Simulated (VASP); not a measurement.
# CsCl (CsCl type) (Pm-3m) in VASP: a series of runs

CsCl (CsCl type) is run at these levels: HSE06; tasks: single point.

Everything below comes from runs of VASP 6.6.1. Logs are shortened: lines on timing, memory, paths and dates and some standing lists are left out, and cuts for length are marked.

### Step 1. The cell of the first run

The structure is cubic, space group Pm-3m (No. 221). Conventional cell: a = 4.129 Å, b = 4.129 Å, c = 4.129 Å, α = 90.00°, β = 90.00°, γ = 90.00°. Within 4.7 Å of Cs (site symmetry m-3m) lie 8 Cl at 3.58 Å and 6 Cs at 4.13 Å. Cl (site symmetry m-3m) has 8 Cs at 3.58 Å and 6 Cl at 4.13 Å within 4.7 Å.

### Step 2. Single point, HSE06

Input file POSCAR:

```
CsCl
1.0
    4.1287998045      0.0000000000      0.0000000000
    0.0000000000      4.1287998045      0.0000000000
    0.0000000000      0.0000000000      4.1287998045
Cs Cl
1 1
Direct
    0.0000000000      0.0000000000      0.0000000000
    0.5000000000      0.5000000000      0.5000000000
```

Input file INCAR.step1:

```
PREC = Accurate ; ENCUT = 400
EDIFF = 1E-5 ; ISMEAR = -1
SIGMA = 0.05 ; LREAL = False
LASPH = True ; NELM = 120
ALGO = Normal ; ISIF = 2
LWAVE = True ; NBANDS = 15
GGA = PE ; GGA_COMPAT = False
```

Input file INCAR.step2:

```
PREC = Accurate ; ENCUT = 400
EDIFF = 1E-6 ; ISMEAR = -1
SIGMA = 0.05 ; LREAL = False
LASPH = True ; NELM = 120
ALGO = Normal ; ISIF = 2
LWAVE = False ; LCHARG = True
GGA = PE ; LHFCALC = True
HFSCREEN = 0.2079 ; PRECFOCK = Normal
LELF = True ; LVHAR = True
NBANDS = 15 ; ISTART = 1
GGA_COMPAT = False
```

Input file KPOINTS:

```
regular mesh
0
Gamma
  4 4 4
```

Potentials or basis: VASP PAW PBE potentials, release 64 (Cs_sv, Cl).

On the command line:

```
$ cat potpaw_PBE.64/Cs_sv/POTCAR potpaw_PBE.64/Cl/POTCAR > POTCAR
$ cp INCAR.step1 INCAR
$ mpirun -np 1 vasp_std > vasp.out
$ cp INCAR.step2 INCAR
$ mpirun -np 1 vasp_std > vasp.out
```

OUTCAR:

```text
PREC = Accurate
   ENCUT = 400
   EDIFF = 1E-6
   ISMEAR = -1
   LREAL = False
   LASPH = True
   NELM = 120
   ISIF = 2
   GGA = PE
   LHFCALC = True
   HFSCREEN = 0.2079
   PRECFOCK = Normal
   ISTART = 1

 ion  position               nearest neighbor table
   1  0.000  0.000  0.000-
   2  0.500  0.500  0.500-

  LATTYP: Found a simple cubic cell.
 ALAT       =     4.1287998045

  Lattice vectors:

 A1 = (   4.1287998045,   0.0000000000,   0.0000000000)
 A2 = (   0.0000000000,   4.1287998045,   0.0000000000)
 A3 = (   0.0000000000,   0.0000000000,   4.1287998045)

Analysis of symmetry for initial positions (statically):
=====================================================================
 Subroutine PRICEL returns:
 Original cell was already a primitive cell.

 Routine SETGRP: Setting up the symmetry group for a
 simple cubic supercell.

 Subroutine GETGRP returns: Found 48 space group operations
 (whereof 48 operations were pure point group operations)
 out of a pool of 48 trial point group operations.

The static configuration has the point symmetry O_h .

Analysis of symmetry for dynamics (positions and initial velocities):
=====================================================================
 Subroutine PRICEL returns:
 Original cell was already a primitive cell.

 Routine SETGRP: Setting up the symmetry group for a
 simple cubic supercell.

 Subroutine GETGRP returns: Found 48 space group operations
 (whereof 48 operations were pure point group operations)
 out of a pool of 48 trial point group operations.

The dynamic configuration has the point symmetry O_h .

 Subroutine INISYM returns: Found 48 space group operations
 (whereof 48 operations are pure point group operations),
 and found     1 'primitive' translations

----------------------------------------------------------------------------------------

                                     Primitive cell

  volume of cell :      70.3836

  direct lattice vectors                    reciprocal lattice vectors
     4.128799804  0.000000000  0.000000000     0.242201135  0.000000000  0.000000000
     0.000000000  4.128799804  0.000000000     0.000000000  0.242201135  0.000000000
     0.000000000  0.000000000  4.128799804     0.000000000  0.000000000  0.242201135
[... 83 lines left out ...]
   EFERMI =   0.00;   METHOD = LEGACY
   ISMEAR =    -1;   SIGMA  =   0.05  broadening in eV -4-tet -1-fermi 0-gaus
   EFERMI_NEDOS =   21; number of points for ismear=-14 and -15
   IALGO  =     38    algorithm
   IMIX   =      1    mixing-type and parameters
     AMIX     =   0.40;   BMIX     =  1.00
     AMIX_MAG =   1.60;   BMIX_MAG =  1.00
  volume/ion in A,a.u.               =      35.19       237.49
  Fermi-wavevector in a.u.,A,eV,Ry     =   0.999135  1.888092 13.582308  0.998271
  Thomas-Fermi vector in A             =   2.131405
   LORBIT       =      0    0 simple, 1 ext, 2 COOP (PROOUT), +10 PAW based schemes
   GGA     = PE    functional components
   LHFCALC =     T    Hartree Fock is set to
   PRECFOCK=normal    Normal, Fast or Accurate (Low or Medium for compatibility)
   ENCUT4O =  -1.0   cutoff for four orbital integrals eV
   NKREDX  =     1    reduce k-point grid by
   NKREDY  =     1    reduce k-point grid by
   NKREDZ  =     1    reduce k-point grid by
   AEXX    =    0.2500 exact exchange contribution
   HFSCREEN=    0.2079 screening length (either q_TF or 0.3 A-1)
   HFSCREENC=   0.2079 screening length for correlation (either q_TF or 0.3 A-1)
   ENCUTFOCK=  -1.0 apply spherical cutoff to Coloumb kernel
   IVDW    =     0    specifies the selected vdW correction
   LEPSILON=     F    determine dielectric tensor
   LRPA    =     F    only Hartree local field effects (RPA)
 non-spin polarized calculation
  energy-cutoff  :      400.00
  volume of cell :       70.38
 maximum number of plane-waves:      1328
 NGX is ok and might be reduce to    28
  NGX = 24; NGY = 24; NGZ = 24

 number of electron      16.0000002 magnetization

 Free energy of the ion-electron system (eV)
  ---------------------------------------------------
  ext. energy  EPLUGINS =         0.00000000
  ---------------------------------------------------
  free energy    TOTEN  =        -7.62412928 eV

  energy without entropy =       -7.62412928  energy(sigma->0) =       -7.62412928

 E-fermi :  -0.1947     XC(G=0):  -6.8765

 val. band max:       -1.2916347870   @ k =   0.0000   0.0000   0.0000
 cond. band min:       5.2642456364   @ k =   0.0000   0.0000   0.0000
 fundamental gap:      6.5558804234
 Fermi energy:        -0.1947246298

 k-point     1 :       0.0000    0.0000    0.0000
  band No.  band energies     occupation
      1     -21.8930      2.00000
      2     -14.6221      2.00000
      3      -7.3613      2.00000
      4      -7.3613      2.00000
      5      -7.3613      2.00000
      6      -1.2916      2.00000
      7      -1.2916      2.00000
      8      -1.2916      2.00000
      9       5.2642      0.00000
     10       5.3851      0.00000
     11       5.3851      0.00000
     12      10.2867      0.00000
     13      10.2867      0.00000
     14      10.2867      0.00000
[... 149 lines left out ...]
      2     -14.4437      2.00000
      3      -7.9055      2.00000
      4      -7.9055      2.00000
      5      -7.9055      2.00000
      6      -2.4379      2.00000
      7      -2.4379      2.00000
      8      -2.4379      2.00000
      9       8.6596      0.00000
     10       8.6596      0.00000
     11       8.6596      0.00000
     12      10.6358      0.00000
     13      10.6358      0.00000
     14      10.6358      0.00000
     15      12.8786      0.00000

------------------------ aborting loop because EDIFF is reached ----------------------------------------

  FORCE on cell =-STRESS in cart. coord.  units (eV):
  Direction    XX          YY          ZZ          XY          YZ          ZX
  --------------------------------------------------------------------------------------
  -------------------------------------------------------------------------------------
  Total        0.2449332      0.2449332      0.2449332     -0.0000000     -0.0000000      0.0000000
  in kB        5.5755380      5.5755380      5.5755380     -0.0000000     -0.0000000      0.0000000
  external PRESSURE =       5.5755380 kB  Pullay stress =       0.0000000 kB

 VOLUME and BASIS-vectors are now :
 -----------------------------------------------------------------------------
  energy-cutoff  :      400.00
  volume of cell :       70.38
      direct lattice vectors                 reciprocal lattice vectors
     4.128799804  0.000000000  0.000000000     0.242201135  0.000000000  0.000000000
     0.000000000  4.128799804  0.000000000     0.000000000  0.242201135  0.000000000
     0.000000000  0.000000000  4.128799804     0.000000000  0.000000000  0.242201135

 POSITION                                       TOTAL-FORCE (eV/Angst)
 -----------------------------------------------------------------------------------
      0.00000      0.00000      0.00000         0.000000      0.000000      0.000000
      2.06440      2.06440      2.06440         0.000000      0.000000      0.000000
 -----------------------------------------------------------------------------------
    total drift:                                0.000642      0.000741      0.000601

  FREE ENERGIE OF THE ION-ELECTRON SYSTEM (eV)
  ---------------------------------------------------
  free  energy   TOTEN  =        -7.6241292754 eV

  energy  without entropy=       -7.6241292753  energy(sigma->0) =       -7.62412928
```

It took 6.7 min on 1 thread of Intel Xeon Platinum 8259CL at 2.50GHz (Skylake/Cascade Lake), shared host; peak memory 0.26 GiB.

What came out:

* Free energy: -7.6241 eV
* Pressure: 0.6 GPa
* Band gap on the k mesh: 6.56 eV

Levels at points of the mesh, in eV from the valence-band top:
```
           k point  band 5  band 6  band 7  band 8  band 9  band 10  band 11  band 12
(0.00, 0.00, 0.00)   -6.07    0.00    0.00    0.00    6.56     6.68     6.68    11.58
(0.50, 0.00, 0.00)   -5.91   -1.21   -0.25   -0.25    7.76     9.00    10.24    10.61
(0.50, 0.50, 0.00)   -5.82   -0.45   -0.45   -0.06    7.26     7.34     9.39     9.39
(0.50, 0.50, 0.50)   -6.61   -1.15   -1.15   -1.15    9.95     9.95     9.95    11.93
```

Caveat: the PAW data sets were made with another functional, which shifts forces and pressure a little; spin-orbit coupling is left out, which moves the levels of the heavy elements.

### Step 3. Single point, HSE06

This run uses another cell than the first one, of 36.30 Å³/atom.

Input file POSCAR:

```
CsCl
1.0
    4.1718112312      0.0000000000      0.0000000000
    0.0000000000      4.1718112312      0.0000000000
    0.0000000000      0.0000000000      4.1718112312
Cs Cl
1 1
Direct
    0.0000000000      0.0000000000      0.0000000000
    0.5000000000      0.5000000000      0.5000000000
```

Input file INCAR.step1:

```
SYSTEM = CsCl
ALGO = Normal ; EDIFF = 1E-5
ENCUT = 400 ; GGA = PE
GGA_COMPAT = .FALSE. ; ISIF = 2
ISMEAR = -1 ; LASPH = .TRUE.
LCHARG = .FALSE. ; LREAL = .FALSE.
LWAVE = .TRUE. ; NBANDS = 15
NELM = 120 ; PREC = Accurate
SIGMA = 0.05
```

Input file INCAR.step2:

```
SYSTEM = CsCl
ALGO = Normal ; EDIFF = 1E-6
ENCUT = 400 ; GGA = PE
GGA_COMPAT = .FALSE. ; HFSCREEN = 0.2079
ISIF = 2 ; ISMEAR = -1
ISTART = 1 ; LASPH = .TRUE.
LCHARG = .FALSE. ; LHFCALC = .TRUE.
LREAL = .FALSE. ; LWAVE = .FALSE.
NBANDS = 15 ; NELM = 120
PREC = Accurate ; PRECFOCK = Normal
SIGMA = 0.05
```

Input file KPOINTS:

```
k-points
0
G
  4 4 4
  0 0 0
```

Potentials or basis: VASP PAW PBE potentials, release 64 (Cs_sv, Cl).

On the command line:

```
$ cat potpaw_PBE.64/Cs_sv/POTCAR potpaw_PBE.64/Cl/POTCAR > POTCAR
$ cp INCAR.step1 INCAR
$ mpirun -np 1 vasp_std > vasp.out
$ cp INCAR.step2 INCAR
$ mpirun -np 1 vasp_std > vasp.out
```

Wall time 6.5 min (1 thread of Intel Xeon Platinum 8259CL at 2.50GHz (Skylake/Cascade Lake), shared host); peak memory 0.26 GiB.

Results (log left out):

```
Free energy            : -7.6287 eV
Pressure               : 0.0 GPa
Band gap on the k mesh : 6.41 eV
```

Levels at points of the mesh, in eV from the valence-band top:
| k point | band 4 | band 5 | band 6 | band 7 | band 8 | band 9 | band 10 | band 11 | band 12 | band 13 |
| --- | --- | --- | --- | --- | --- | --- | --- | --- | --- | --- |
| (0.00, 0.00, 0.00) | -6.13 | -6.13 | 0.00 | 0.00 | 0.00 | 6.41 | 6.70 | 6.70 | 11.46 | 11.46 |
| (0.50, 0.00, 0.00) | -5.99 | -5.99 | -1.15 | -0.22 | -0.22 | 7.74 | 8.84 | 10.03 | 10.61 | 10.88 |
| (0.50, 0.50, 0.00) | -6.88 | -5.91 | -0.45 | -0.45 | -0.05 | 7.22 | 7.31 | 9.35 | 9.35 | 13.14 |
| (0.50, 0.50, 0.50) | -6.64 | -6.64 | -1.07 | -1.07 | -1.07 | 9.81 | 9.81 | 9.81 | 11.73 | 11.73 |

Caveat: the PAW data sets were made with another functional, which shifts forces and pressure a little; spin-orbit coupling is left out, which moves the levels of the heavy elements.

### Step 4. Single point, HSE06

This run uses another cell than the first one, of 36.30 Å³/atom.

POSCAR is that of step 3.

Input file INCAR.step1:

```
  PREC = Accurate
  ENCUT = 400
  EDIFF = 1E-5
  ISMEAR = -1
  SIGMA = 0.05
  LREAL = F
  LASPH = T
  NELM = 120
  ALGO = Normal
  ISIF = 2
  LWAVE = T
  LCHARG = F
  GGA = PE
  NBANDS = 15
  GGA_COMPAT = F
```

Input file INCAR.step2:

```
  PREC = Accurate
  ENCUT = 400
  EDIFF = 1E-6
  ISMEAR = -1
  SIGMA = 0.05
  LREAL = F
  LASPH = T
  NELM = 120
  ALGO = Normal
  ISIF = 2
  LWAVE = F
  LCHARG = F
  GGA = PE
  LHFCALC = T
  HFSCREEN = 0.2079
  PRECFOCK = Normal
  ISTART = 1
  NBANDS = 15
  GGA_COMPAT = F
```

Input file KPOINTS:

```
regular mesh
0
Gamma
  4 4 4
```

On the command line:

```
$ cat potpaw_PBE.64/Cs_sv/POTCAR potpaw_PBE.64/Cl/POTCAR > POTCAR
$ cp INCAR.step1 INCAR
$ mpirun -np 1 vasp_std > vasp.out
$ cp INCAR.step2 INCAR
$ mpirun -np 1 vasp_std > vasp.out
```

It took 6.6 min on 1 thread of Intel Xeon Platinum 8259CL at 2.50GHz (Skylake/Cascade Lake), shared host; peak memory 0.26 GiB.

It converged, with:

```
Free energy            : -7.6287 eV
Pressure               : 0.0 GPa
Band gap on the k mesh : 6.41 eV
```

Levels at points of the mesh, in eV from the valence-band top:
```csv
k point,band 6,band 7,band 8,band 9,band 10,band 11
"(0.00, 0.00, 0.00)",0.00,0.00,0.00,6.41,6.70,6.70
"(0.50, 0.00, 0.00)",-1.15,-0.22,-0.22,7.74,8.84,10.03
"(0.50, 0.50, 0.00)",-0.45,-0.45,-0.05,7.22,7.31,9.35
"(0.50, 0.50, 0.50)",-1.07,-1.07,-1.07,9.81,9.81,9.81
```

Caveat: the PAW data sets were made with another functional, which shifts forces and pressure a little; spin-orbit coupling is left out, which moves the levels of the heavy elements.

### Step 5. Single point, HSE06

This run uses another cell than the first one, of 37.41 Å³/atom.

Input file POSCAR:

```
CsCl
1.0
    4.2139535909      0.0000000000      0.0000000000
    0.0000000000      4.2139535909      0.0000000000
    0.0000000000      0.0000000000      4.2139535909
Cs Cl
1 1
Direct
    0.0000000000      0.0000000000      0.0000000000
    0.5000000000      0.5000000000      0.5000000000
```

Input file INCAR.step1:

```
PREC = Accurate
ENCUT = 400
EDIFF = 1E-5
ISMEAR = -1
SIGMA = 0.05
LREAL = F
LASPH = T
NELM = 120
ALGO = Normal
ISIF = 2
LWAVE = T
LCHARG = F
GGA = PE
NBANDS = 15
GGA_COMPAT = F
```

Input file INCAR.step2:

```
PREC = Accurate
ENCUT = 400
EDIFF = 1E-6
ISMEAR = -1
SIGMA = 0.05
LREAL = F
LASPH = T
NELM = 120
ALGO = Normal
ISIF = 2
LWAVE = F
LCHARG = F
GGA = PE
LHFCALC = T
HFSCREEN = 0.2079
PRECFOCK = Normal
ISTART = 1
NBANDS = 15
GGA_COMPAT = F
```

KPOINTS is that of step 4.

On the command line:

```
$ cat potpaw_PBE.64/Cs_sv/POTCAR potpaw_PBE.64/Cl/POTCAR > POTCAR
$ cp INCAR.step1 INCAR
$ mpirun -np 1 vasp_std > vasp.out
$ cp INCAR.step2 INCAR
$ mpirun -np 1 vasp_std > vasp.out
```

Wall time 5.7 min (1 thread of Intel Xeon Platinum 8259CL at 2.50GHz (Skylake/Cascade Lake), shared host); peak memory 0.26 GiB.

It converged, with:

| Quantity | Value |
| --- | --- |
| Free energy | -7.6265 eV |
| Pressure | -0.4 GPa |
| Band gap on the k mesh | 6.27 eV |

Levels at points of the mesh, in eV from the valence-band top:
```
           k point  band 5  band 6  band 7  band 8  band 9  band 10  band 11  band 12
(0.00, 0.00, 0.00)   -6.20    0.00    0.00    0.00    6.27     6.72     6.72    11.34
(0.50, 0.00, 0.00)   -6.08   -1.08   -0.19   -0.19    7.72     8.68     9.82    10.59
(0.50, 0.50, 0.00)   -6.00   -0.44   -0.44   -0.03    7.18     7.28     9.30     9.30
(0.50, 0.50, 0.50)   -6.67   -0.99   -0.99   -0.99    9.67     9.67     9.67    11.55
```

Caveat: the PAW data sets were made with another functional, which shifts forces and pressure a little; spin-orbit coupling is left out, which moves the levels of the heavy elements.

### Step 6. Overview

```tsv
cell	gap on the mesh (eV)	pressure (GPa)
a = 4.129 Å, 2 atoms	6.56	0.6
a = 4.172 Å, 2 atoms	6.41	0.0
a = 4.214 Å, 2 atoms	6.27	-0.4
```

Alike in all rows: task single point; level HSE06; potentials or basis VASP PAW PBE potentials, release 64 (Cs_sv, Cl); no spin polarisation; k mesh 4 × 4 × 4; cutoff (eV) 400; smearing fermi-dirac 0.05 eV.

Caveats: the PAW data sets were made with another functional, which shifts forces and pressure a little; spin-orbit coupling is left out, which moves the levels of the heavy elements.

Absolute energies hang on the potentials; compare differences alone.
